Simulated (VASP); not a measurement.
# MoS2 (R-3m) in VASP: further runs

MoS2 is run at these levels: PBE+D3(BJ); tasks: single point, relaxation of cell and atoms.

Program: VASP 6.6.1. These are calculated values, not measurements. Logs are shortened: lines on timing, memory, paths and dates and some standing lists are left out, and cuts for length are marked.

### Step 1. The cell of the first run

It takes space group R-3m (No. 166, trigonal). The conventional cell has a = 3.142 Å, b = 3.142 Å, c = 17.905 Å, α = 90.00°, β = 90.00°, γ = 120.00°. Mo (site symmetry -3m) has 6 S at 2.42 Å and 6 Mo at 3.14 Å within 3.2 Å. Within 3.2 Å of S (site symmetry 3m) lie 3 Mo at 2.42 Å and 6 S at 3.14 Å.

### Step 2. Single point, PBE+D3(BJ)

INCAR reads:

```
SYSTEM = MoS2
ALGO     = Normal         ! electronic algorithm
EDIFF    = 1E-6           ! SCF threshold, eV
ENCUT    = 520            ! plane-wave cutoff, eV
GGA      = PE             ! functional
ISIF     = 2              ! what is computed and relaxed
ISMEAR   = 0              ! smearing method
IVDW     = 12             ! dispersion correction
LASPH    = .True.         ! aspherical terms in the spheres
LCHARG   = .False.        ! write CHGCAR
LREAL    = .False.        ! projectors in reciprocal space
LWAVE    = .False.        ! write WAVECAR
NBANDS   = 20             ! bands
NELM     = 60             ! most SCF steps
PREC     = Accurate       ! precision mode
SIGMA    = 0.1            ! smearing width, eV
```

KPOINTS reads:

```
k-points
0
Gamma
  6 6 6
  0 0 0
```

POSCAR reads:

```
MoS2
1.0
    1.5709877225      0.9070101845      5.9683049378
   -1.5709877225      0.9070101845      5.9683049378
    0.0000000000     -1.8140203689      5.9683049378
Mo S
1 2
Direct
    0.0000000000      0.0000000000      0.0000000000
    0.7558003603      0.7558003603      0.7558003603
    0.2441996397      0.2441996397      0.2441996397
```

Potentials or basis: VASP PAW PBE potentials, release 64 (Mo_sv, S).

The run is started by

```sh
> cat potpaw_PBE.64/Mo_sv/POTCAR potpaw_PBE.64/S/POTCAR > POTCAR
> mpirun -np 1 vasp_std > vasp.out
```

OUTCAR:

```text
SYSTEM = MoS2
   EDIFF = 1E-6
   ENCUT = 520
   GGA = PE
   ISIF = 2
   ISMEAR = 0
   IVDW = 12
   LASPH = .True.
   LREAL = .False.
   NELM = 60
   PREC = Accurate
 IVDW          = 12

 ion  position               nearest neighbor table
   1  0.000  0.000  0.000-   2 2.42   3 2.42   2 2.42   2 2.42   3 2.42   3 2.42
   2  0.756  0.756  0.756-   1 2.42   1 2.42   1 2.42
   3  0.244  0.244  0.244-   1 2.42   1 2.42   1 2.42

  LATTYP: Found a trigonal (rhomboedric) cell.
 ALAT       =     6.2378949758
 COS(alpha) =     0.8731473744

  Lattice vectors:

 A1 = (   1.5709877225,   0.9070101845,   5.9683049378)
 A2 = (  -1.5709877225,   0.9070101845,   5.9683049378)
 A3 = (   0.0000000000,  -1.8140203689,   5.9683049378)

Analysis of symmetry for initial positions (statically):
=====================================================================
 Subroutine PRICEL returns:
 Original cell was already a primitive cell.

 Routine SETGRP: Setting up the symmetry group for a
 trigonal (rhombohedral) supercell.

 Subroutine GETGRP returns: Found 12 space group operations
 (whereof 12 operations were pure point group operations)
 out of a pool of 12 trial point group operations.

The static configuration has the point symmetry D_3d.

Analysis of symmetry for dynamics (positions and initial velocities):
=====================================================================
 Subroutine PRICEL returns:
 Original cell was already a primitive cell.

 Routine SETGRP: Setting up the symmetry group for a
 trigonal (rhombohedral) supercell.

 Subroutine GETGRP returns: Found 12 space group operations
 (whereof 12 operations were pure point group operations)
 out of a pool of 12 trial point group operations.

The dynamic configuration has the point symmetry D_3d.

 Subroutine INISYM returns: Found 12 space group operations
 (whereof 12 operations are pure point group operations),
 and found     1 'primitive' translations

----------------------------------------------------------------------------------------

                                     Primitive cell

  volume of cell :      51.0255

  direct lattice vectors                    reciprocal lattice vectors
     1.570987722  0.907010185  5.968304938     0.318271106  0.183753909  0.055850587
    -1.570987722  0.907010185  5.968304938    -0.318271106  0.183753909  0.055850587
     0.000000000 -1.814020369  5.968304938     0.000000000 -0.367507817  0.055850587

  length of vectors
     6.237894976  6.237894976  6.237894976     0.371727432  0.371727432  0.371727432

  position of ions in fractional coordinates (direct lattice)
     0.000000000  0.000000000  0.000000000
     0.755800360  0.755800360  0.755800360
     0.244199640  0.244199640  0.244199640

  ion indices of the primitive-cell ions
   primitive index   ion index
                 1           1
                 2           2
                 3           3

----------------------------------------------------------------------------------------

 KPOINTS: k-points

Automatic generation of k-mesh.
 Grid dimensions read from file:
 generate k-points for:    6    6    6

 Generating k-lattice:

  Cartesian coordinates                     Fractional coordinates (reciprocal lattice)
     0.053045184  0.030625651  0.009308431     0.166666667  0.000000000  0.000000000
    -0.053045184  0.030625651  0.009308431     0.000000000  0.166666667  0.000000000
     0.000000000 -0.061251303  0.009308431     0.000000000  0.000000000  0.166666667

  Length of vectors
     0.061954572  0.061954572  0.061954572

  Shift w.r.t. Gamma in fractional coordinates (k-lattice)
     0.000000000  0.000000000  0.000000000

 Subroutine IBZKPT returns following result:
 ===========================================

 Found     32 irreducible k-points:

 Following reciprocal coordinates:
            Coordinates               Weight
  0.000000  0.000000  0.000000      1.000000
  0.166667 -0.000000 -0.000000      6.000000
  0.333333 -0.000000 -0.000000      6.000000
  0.500000  0.000000  0.000000      3.000000
  0.166667  0.166667 -0.000000      6.000000
  0.333333  0.166667  0.000000     12.000000
[... 16 lines left out ...]
  0.500000  0.500000  0.166667      6.000000
 -0.333333  0.500000  0.166667     12.000000
 [... further k-points ...]
   k-points           NKPTS =     32   k-points in BZ     NKDIM =     32   number of bands    NBANDS=     20
   number of dos      NEDOS =    301   number of ions     NIONS =      3
   total plane-waves  NPLWV = 110592
   dimension x,y,z NGX =    48 NGY =   48 NGZ =   48
   dimension x,y,z NGXF=    96 NGYF=   96 NGZF=   96
   ions per type =               1   2
   NGX,Y,Z   is equivalent  to a cutoff of  12.79, 12.79, 12.79 a.u.
   NGXF,Y,Z  is equivalent  to a cutoff of  25.58, 25.58, 25.58 a.u.
 SYSTEM =  MoS2
   PREC   = accura    normal or accurate (medium, high low for compatibility)
   ISTART =      0    job   : 0-new  1-cont  2-samecut
   ICHARG =      2    charge: 1-file 2-atom 10-const
   ISPIN  =      1    spin polarized calculation?
   LNONCOLLINEAR =      F non collinear calculations
   LSORBIT =      F    spin-orbit coupling
   LASPH  =      T    aspherical Exc in radial PAW
   ENCUT  =  520.0 eV  38.22 Ry    6.18 a.u.  11.60 11.60 11.60*2*pi/ulx,y,z
   NELM   =     60;   NELMIN=  2; NELMDL= -5     # of ELM steps
   EDIFF  = 0.1E-05   stopping-criterion for ELM
   LREAL  =      F    real-space projection
   EDIFFG = 0.1E-04   stopping-criterion for IOM
   NSW    =      0    number of steps for IOM
   IBRION =     -1    ionic relax: 0-MD 1-quasi-New 2-CG
   NFREE  =      0    steps in history (QN), initial steepest desc. (CG)
   ISIF   =      2    stress and relaxation
   ISYM   =      2    0-nonsym 1-usesym 2-fastsym
   POTIM  = 0.5000    time-step for ionic-motion
   TEBEG  =    0.0;   TEEND  =   0.0 temperature during run
   PSTRESS=    0.0 pullay stress
   NELECT =      26.0000    total number of electrons
   NUPDOWN=      -1.0000    fix difference up-down
   EMIN   =  10.00;   EMAX   =-10.00  energy-range for DOS
   EFERMI =   0.00;   METHOD = LEGACY
   ISMEAR =     0;   SIGMA  =   0.10  broadening in eV -4-tet -1-fermi 0-gaus
   EFERMI_NEDOS =   21; number of points for ismear=-14 and -15
   IALGO  =     38    algorithm
   IMIX   =      4    mixing-type and parameters
     AMIX     =   0.40;   BMIX     =  1.00
     AMIX_MAG =   1.60;   BMIX_MAG =  1.00
  volume/ion in A,a.u.               =      17.01       114.78
  Fermi-wavevector in a.u.,A,eV,Ry     =   1.307586  2.470979 23.262979  1.709781
  Thomas-Fermi vector in A             =   2.438310
   LORBIT       =      0    0 simple, 1 ext, 2 COOP (PROOUT), +10 PAW based schemes
   GGA     = PE    functional components
   LHFCALC =     F    Hartree Fock is set to
   AEXX    =    0.0000 exact exchange contribution
   IVDW    =    12    specifies the selected vdW correction
   LEPSILON=     F    determine dielectric tensor
   LRPA    =     F    only Hartree local field effects (RPA)
 non-spin polarized calculation
 Gauss-broadening in eV      SIGMA  =   0.10
  energy-cutoff  :      520.00
  volume of cell :       51.03
 maximum number of plane-waves:      1388
 NGX is ok and might be reduce to    48
   NGX = 23   NGY = 23   NGZ = 23

 number of electron      26.0000000 magnetization

 Free energy of the ion-electron system (eV)
  ---------------------------------------------------
  ext. energy  EPLUGINS =         0.00000000
  ---------------------------------------------------
  free energy    TOTEN  =       -20.98180580 eV

  energy without entropy =      -20.97763073  energy(sigma->0) =      -20.97971827

 E-fermi :   8.2030     XC(G=0): -11.1699

 val. band max:        8.1950077760   @ k =   0.5000   0.5000   0.5000
 cond. band min:       8.2734898446   @ k =   0.1667   0.1667   0.1667
 fundamental gap:      0.0784820687
 Fermi energy:         8.2029510973

 k-point     1 :       0.0000    0.0000    0.0000
  band No.  band energies     occupation
      1     -53.4065      2.00000
      2     -27.4903      2.00000
      3     -27.3561      2.00000
      4     -27.3561      2.00000
      5      -6.8993      2.00000
      6      -5.1846      2.00000
[... 12 lines left out ...]
     19      15.2533      0.00000
     20      17.9861      0.00000

 k-point     2 :       0.1667   -0.0000   -0.0000
  band No.  band energies     occupation
      1     -53.3955      2.00000
      2     -27.4699      2.00000
      3     -27.4618      2.00000
      4     -27.3804      2.00000
      5      -6.4530      2.00000
      6      -5.0809      2.00000
[... 12 lines left out ...]
     19      16.2361      0.00000
     20      17.5503      0.00000

 k-point     3 :       0.3333   -0.0000   -0.0000
  band No.  band energies     occupation
      1     -53.3734      2.00000
      2     -27.6703      2.00000
      3     -27.4287      2.00000
      4     -27.4268      2.00000
      5      -5.4738      2.00000
      6      -4.7074      2.00000
[... 12 lines left out ...]
     19      15.6184      0.00000
     20      17.1651      0.00000

 k-point     4 :       0.5000    0.0000    0.0000
  band No.  band energies     occupation
      1     -53.3623      2.00000
      2     -27.7718      2.00000
      3     -27.4527      2.00000
      4     -27.4055      2.00000
      5      -5.1051      2.00000
      6      -4.1457      2.00000
[... 12 lines left out ...]
     19      15.1182      0.00000
     20      15.8318      0.00000

 k-point     5 :       0.1667    0.1667   -0.0000
  band No.  band energies     occupation
      1     -53.3955      2.00000
      2     -27.4699      2.00000
      3     -27.4618      2.00000
      4     -27.3804      2.00000
      5      -6.4218      2.00000
      6      -5.1318      2.00000
[... 12 lines left out ...]
     19      16.2121      0.00000
     20      17.6021      0.00000

 k-point     6 :       0.3333    0.1667    0.0000
  band No.  band energies     occupation
      1     -53.3789      2.00000
      2     -27.5988      2.00000
      3     -27.4418      2.00000
      4     -27.4331      2.00000
      5      -5.6422      2.00000
      6      -4.9439      2.00000
[... 12 lines left out ...]
     19      17.2452      0.00000
     20      17.4503      0.00000

 k-point     7 :       0.5000    0.1667    0.0000
  band No.  band energies     occupation
      1     -53.3623      2.00000
      2     -27.7188      2.00000
      3     -27.5080      2.00000
      4     -27.4056      2.00000
      5      -4.9631      2.00000
      6      -4.3487      2.00000
[... 12 lines left out ...]
     19      15.9951      0.00000
     20      16.8751      0.00000
[... 277 lines left out ...]
 k-point    20 :       0.5000    0.3333    0.1667
  band No.  band energies     occupation
      1     -53.3789      2.00000
      2     -27.5988      2.00000
      3     -27.4418      2.00000
      4     -27.4331      2.00000
      5      -5.5057      2.00000
      6      -5.0981      2.00000
[... 12 lines left out ...]
     19      17.2385      0.00000
     20      17.6724      0.00000

 k-point    21 :      -0.3333    0.3333    0.1667
  band No.  band energies     occupation
      1     -53.3623      2.00000
      2     -27.7188      2.00000
      3     -27.5080      2.00000
      4     -27.4056      2.00000
      5      -4.9523      2.00000
      6      -4.3504      2.00000
[... 12 lines left out ...]
     19      15.5459      0.00000
     20      16.6875      0.00000

 k-point    22 :      -0.1667    0.3333    0.1667
  band No.  band energies     occupation
      1     -53.3623      2.00000
      2     -27.7188      2.00000
      3     -27.5080      2.00000
      4     -27.4056      2.00000
      5      -4.8001      2.00000
      6      -4.5497      2.00000
[... 12 lines left out ...]
     19      15.7536      0.00000
     20      16.9112      0.00000

 k-point    23 :       0.5000    0.5000    0.1667
  band No.  band energies     occupation
      1     -53.3734      2.00000
      2     -27.6703      2.00000
      3     -27.4287      2.00000
      4     -27.4269      2.00000
      5      -5.1842      2.00000
      6      -5.0320      2.00000
[... 12 lines left out ...]
     19      15.4539      0.00000
     20      17.1999      0.00000

 k-point    24 :      -0.3333    0.5000    0.1667
  band No.  band energies     occupation
      1     -53.3623      2.00000
      2     -27.7188      2.00000
      3     -27.5080      2.00000
      4     -27.4056      2.00000
      5      -4.8797      2.00000
      6      -4.4377      2.00000
[... 12 lines left out ...]
     19      15.3179      0.00000
     20      16.8525      0.00000

 [... further k-points ...]

------------------------ aborting loop because EDIFF is reached ----------------------------------------

 Edisp (eV)   -1.33933

 E8    (eV) :    -0.5406

  FORCE on cell =-STRESS in cart. coord.  units (eV):
  Direction    XX          YY          ZZ          XY          YZ          ZX
  --------------------------------------------------------------------------------------
  -------------------------------------------------------------------------------------
  Total      -0.06787    -0.06787    -0.01059     0.00000    -0.00000     0.00000
  in kB      -2.13120    -2.13120    -0.33263     0.00000    -0.00000     0.00000
  external pressure =       -1.53 kB  Pullay stress =        0.00 kB

 VOLUME and BASIS-vectors are now :
 -----------------------------------------------------------------------------
  energy-cutoff  :      520.00
  volume of cell :       51.03
      direct lattice vectors                 reciprocal lattice vectors
     1.570987722  0.907010185  5.968304938     0.318271106  0.183753909  0.055850587
    -1.570987722  0.907010185  5.968304938    -0.318271106  0.183753909  0.055850587
     0.000000000 -1.814020369  5.968304938     0.000000000 -0.367507817  0.055850587

 POSITION                                       TOTAL-FORCE (eV/Angst)
 -----------------------------------------------------------------------------------
      0.00000      0.00000      0.00000         0.000000      0.000000     -0.000000
      0.00000      0.00000     13.53254         0.000000     -0.000000     -0.005130
      0.00000      0.00000      4.37237         0.000000      0.000000      0.005130
 -----------------------------------------------------------------------------------
    total drift:                               -0.000000      0.000000      0.000000

  FREE ENERGIE OF THE ION-ELECTRON SYSTEM (eV)
  ---------------------------------------------------
  free  energy   TOTEN  =       -22.3211406288 eV

  energy  without entropy=      -22.3169655545  energy(sigma->0) =      -22.31905309
```

Wall time 45 s (1 thread of Intel Xeon Platinum 8481C at 2.70GHz (Sapphire Rapids), shared host); peak memory 0.32 GiB.

Results:

| Item | Value |
| --- | --- |
| Free energy | -22.3211 eV |
| Pressure | -0.2 GPa |
| Largest force | 0.005 eV/Å |
| Band gap on the k mesh | zero (band 13 reaches 8.54 eV, above the bottom of band 14 at 8.05 eV) |
| Dispersion energy per atom | -0.446 eV |

Forces on the atoms (eV/Å):
```
Mo   0.000  0.000  0.000
S    0.000  0.000 -0.005
S    0.000  0.000  0.005
```

Stress tensor (GPa, compression positive):
```
-0.21  0.00  0.00
 0.00 -0.21  0.00
 0.00  0.00 -0.03
```

Caveat: the k points lie up to 0.39 Å⁻¹ apart; pairwise dispersion overbinds metals, which lowers pressure and volume.

(Continued in part 2 of 2.)
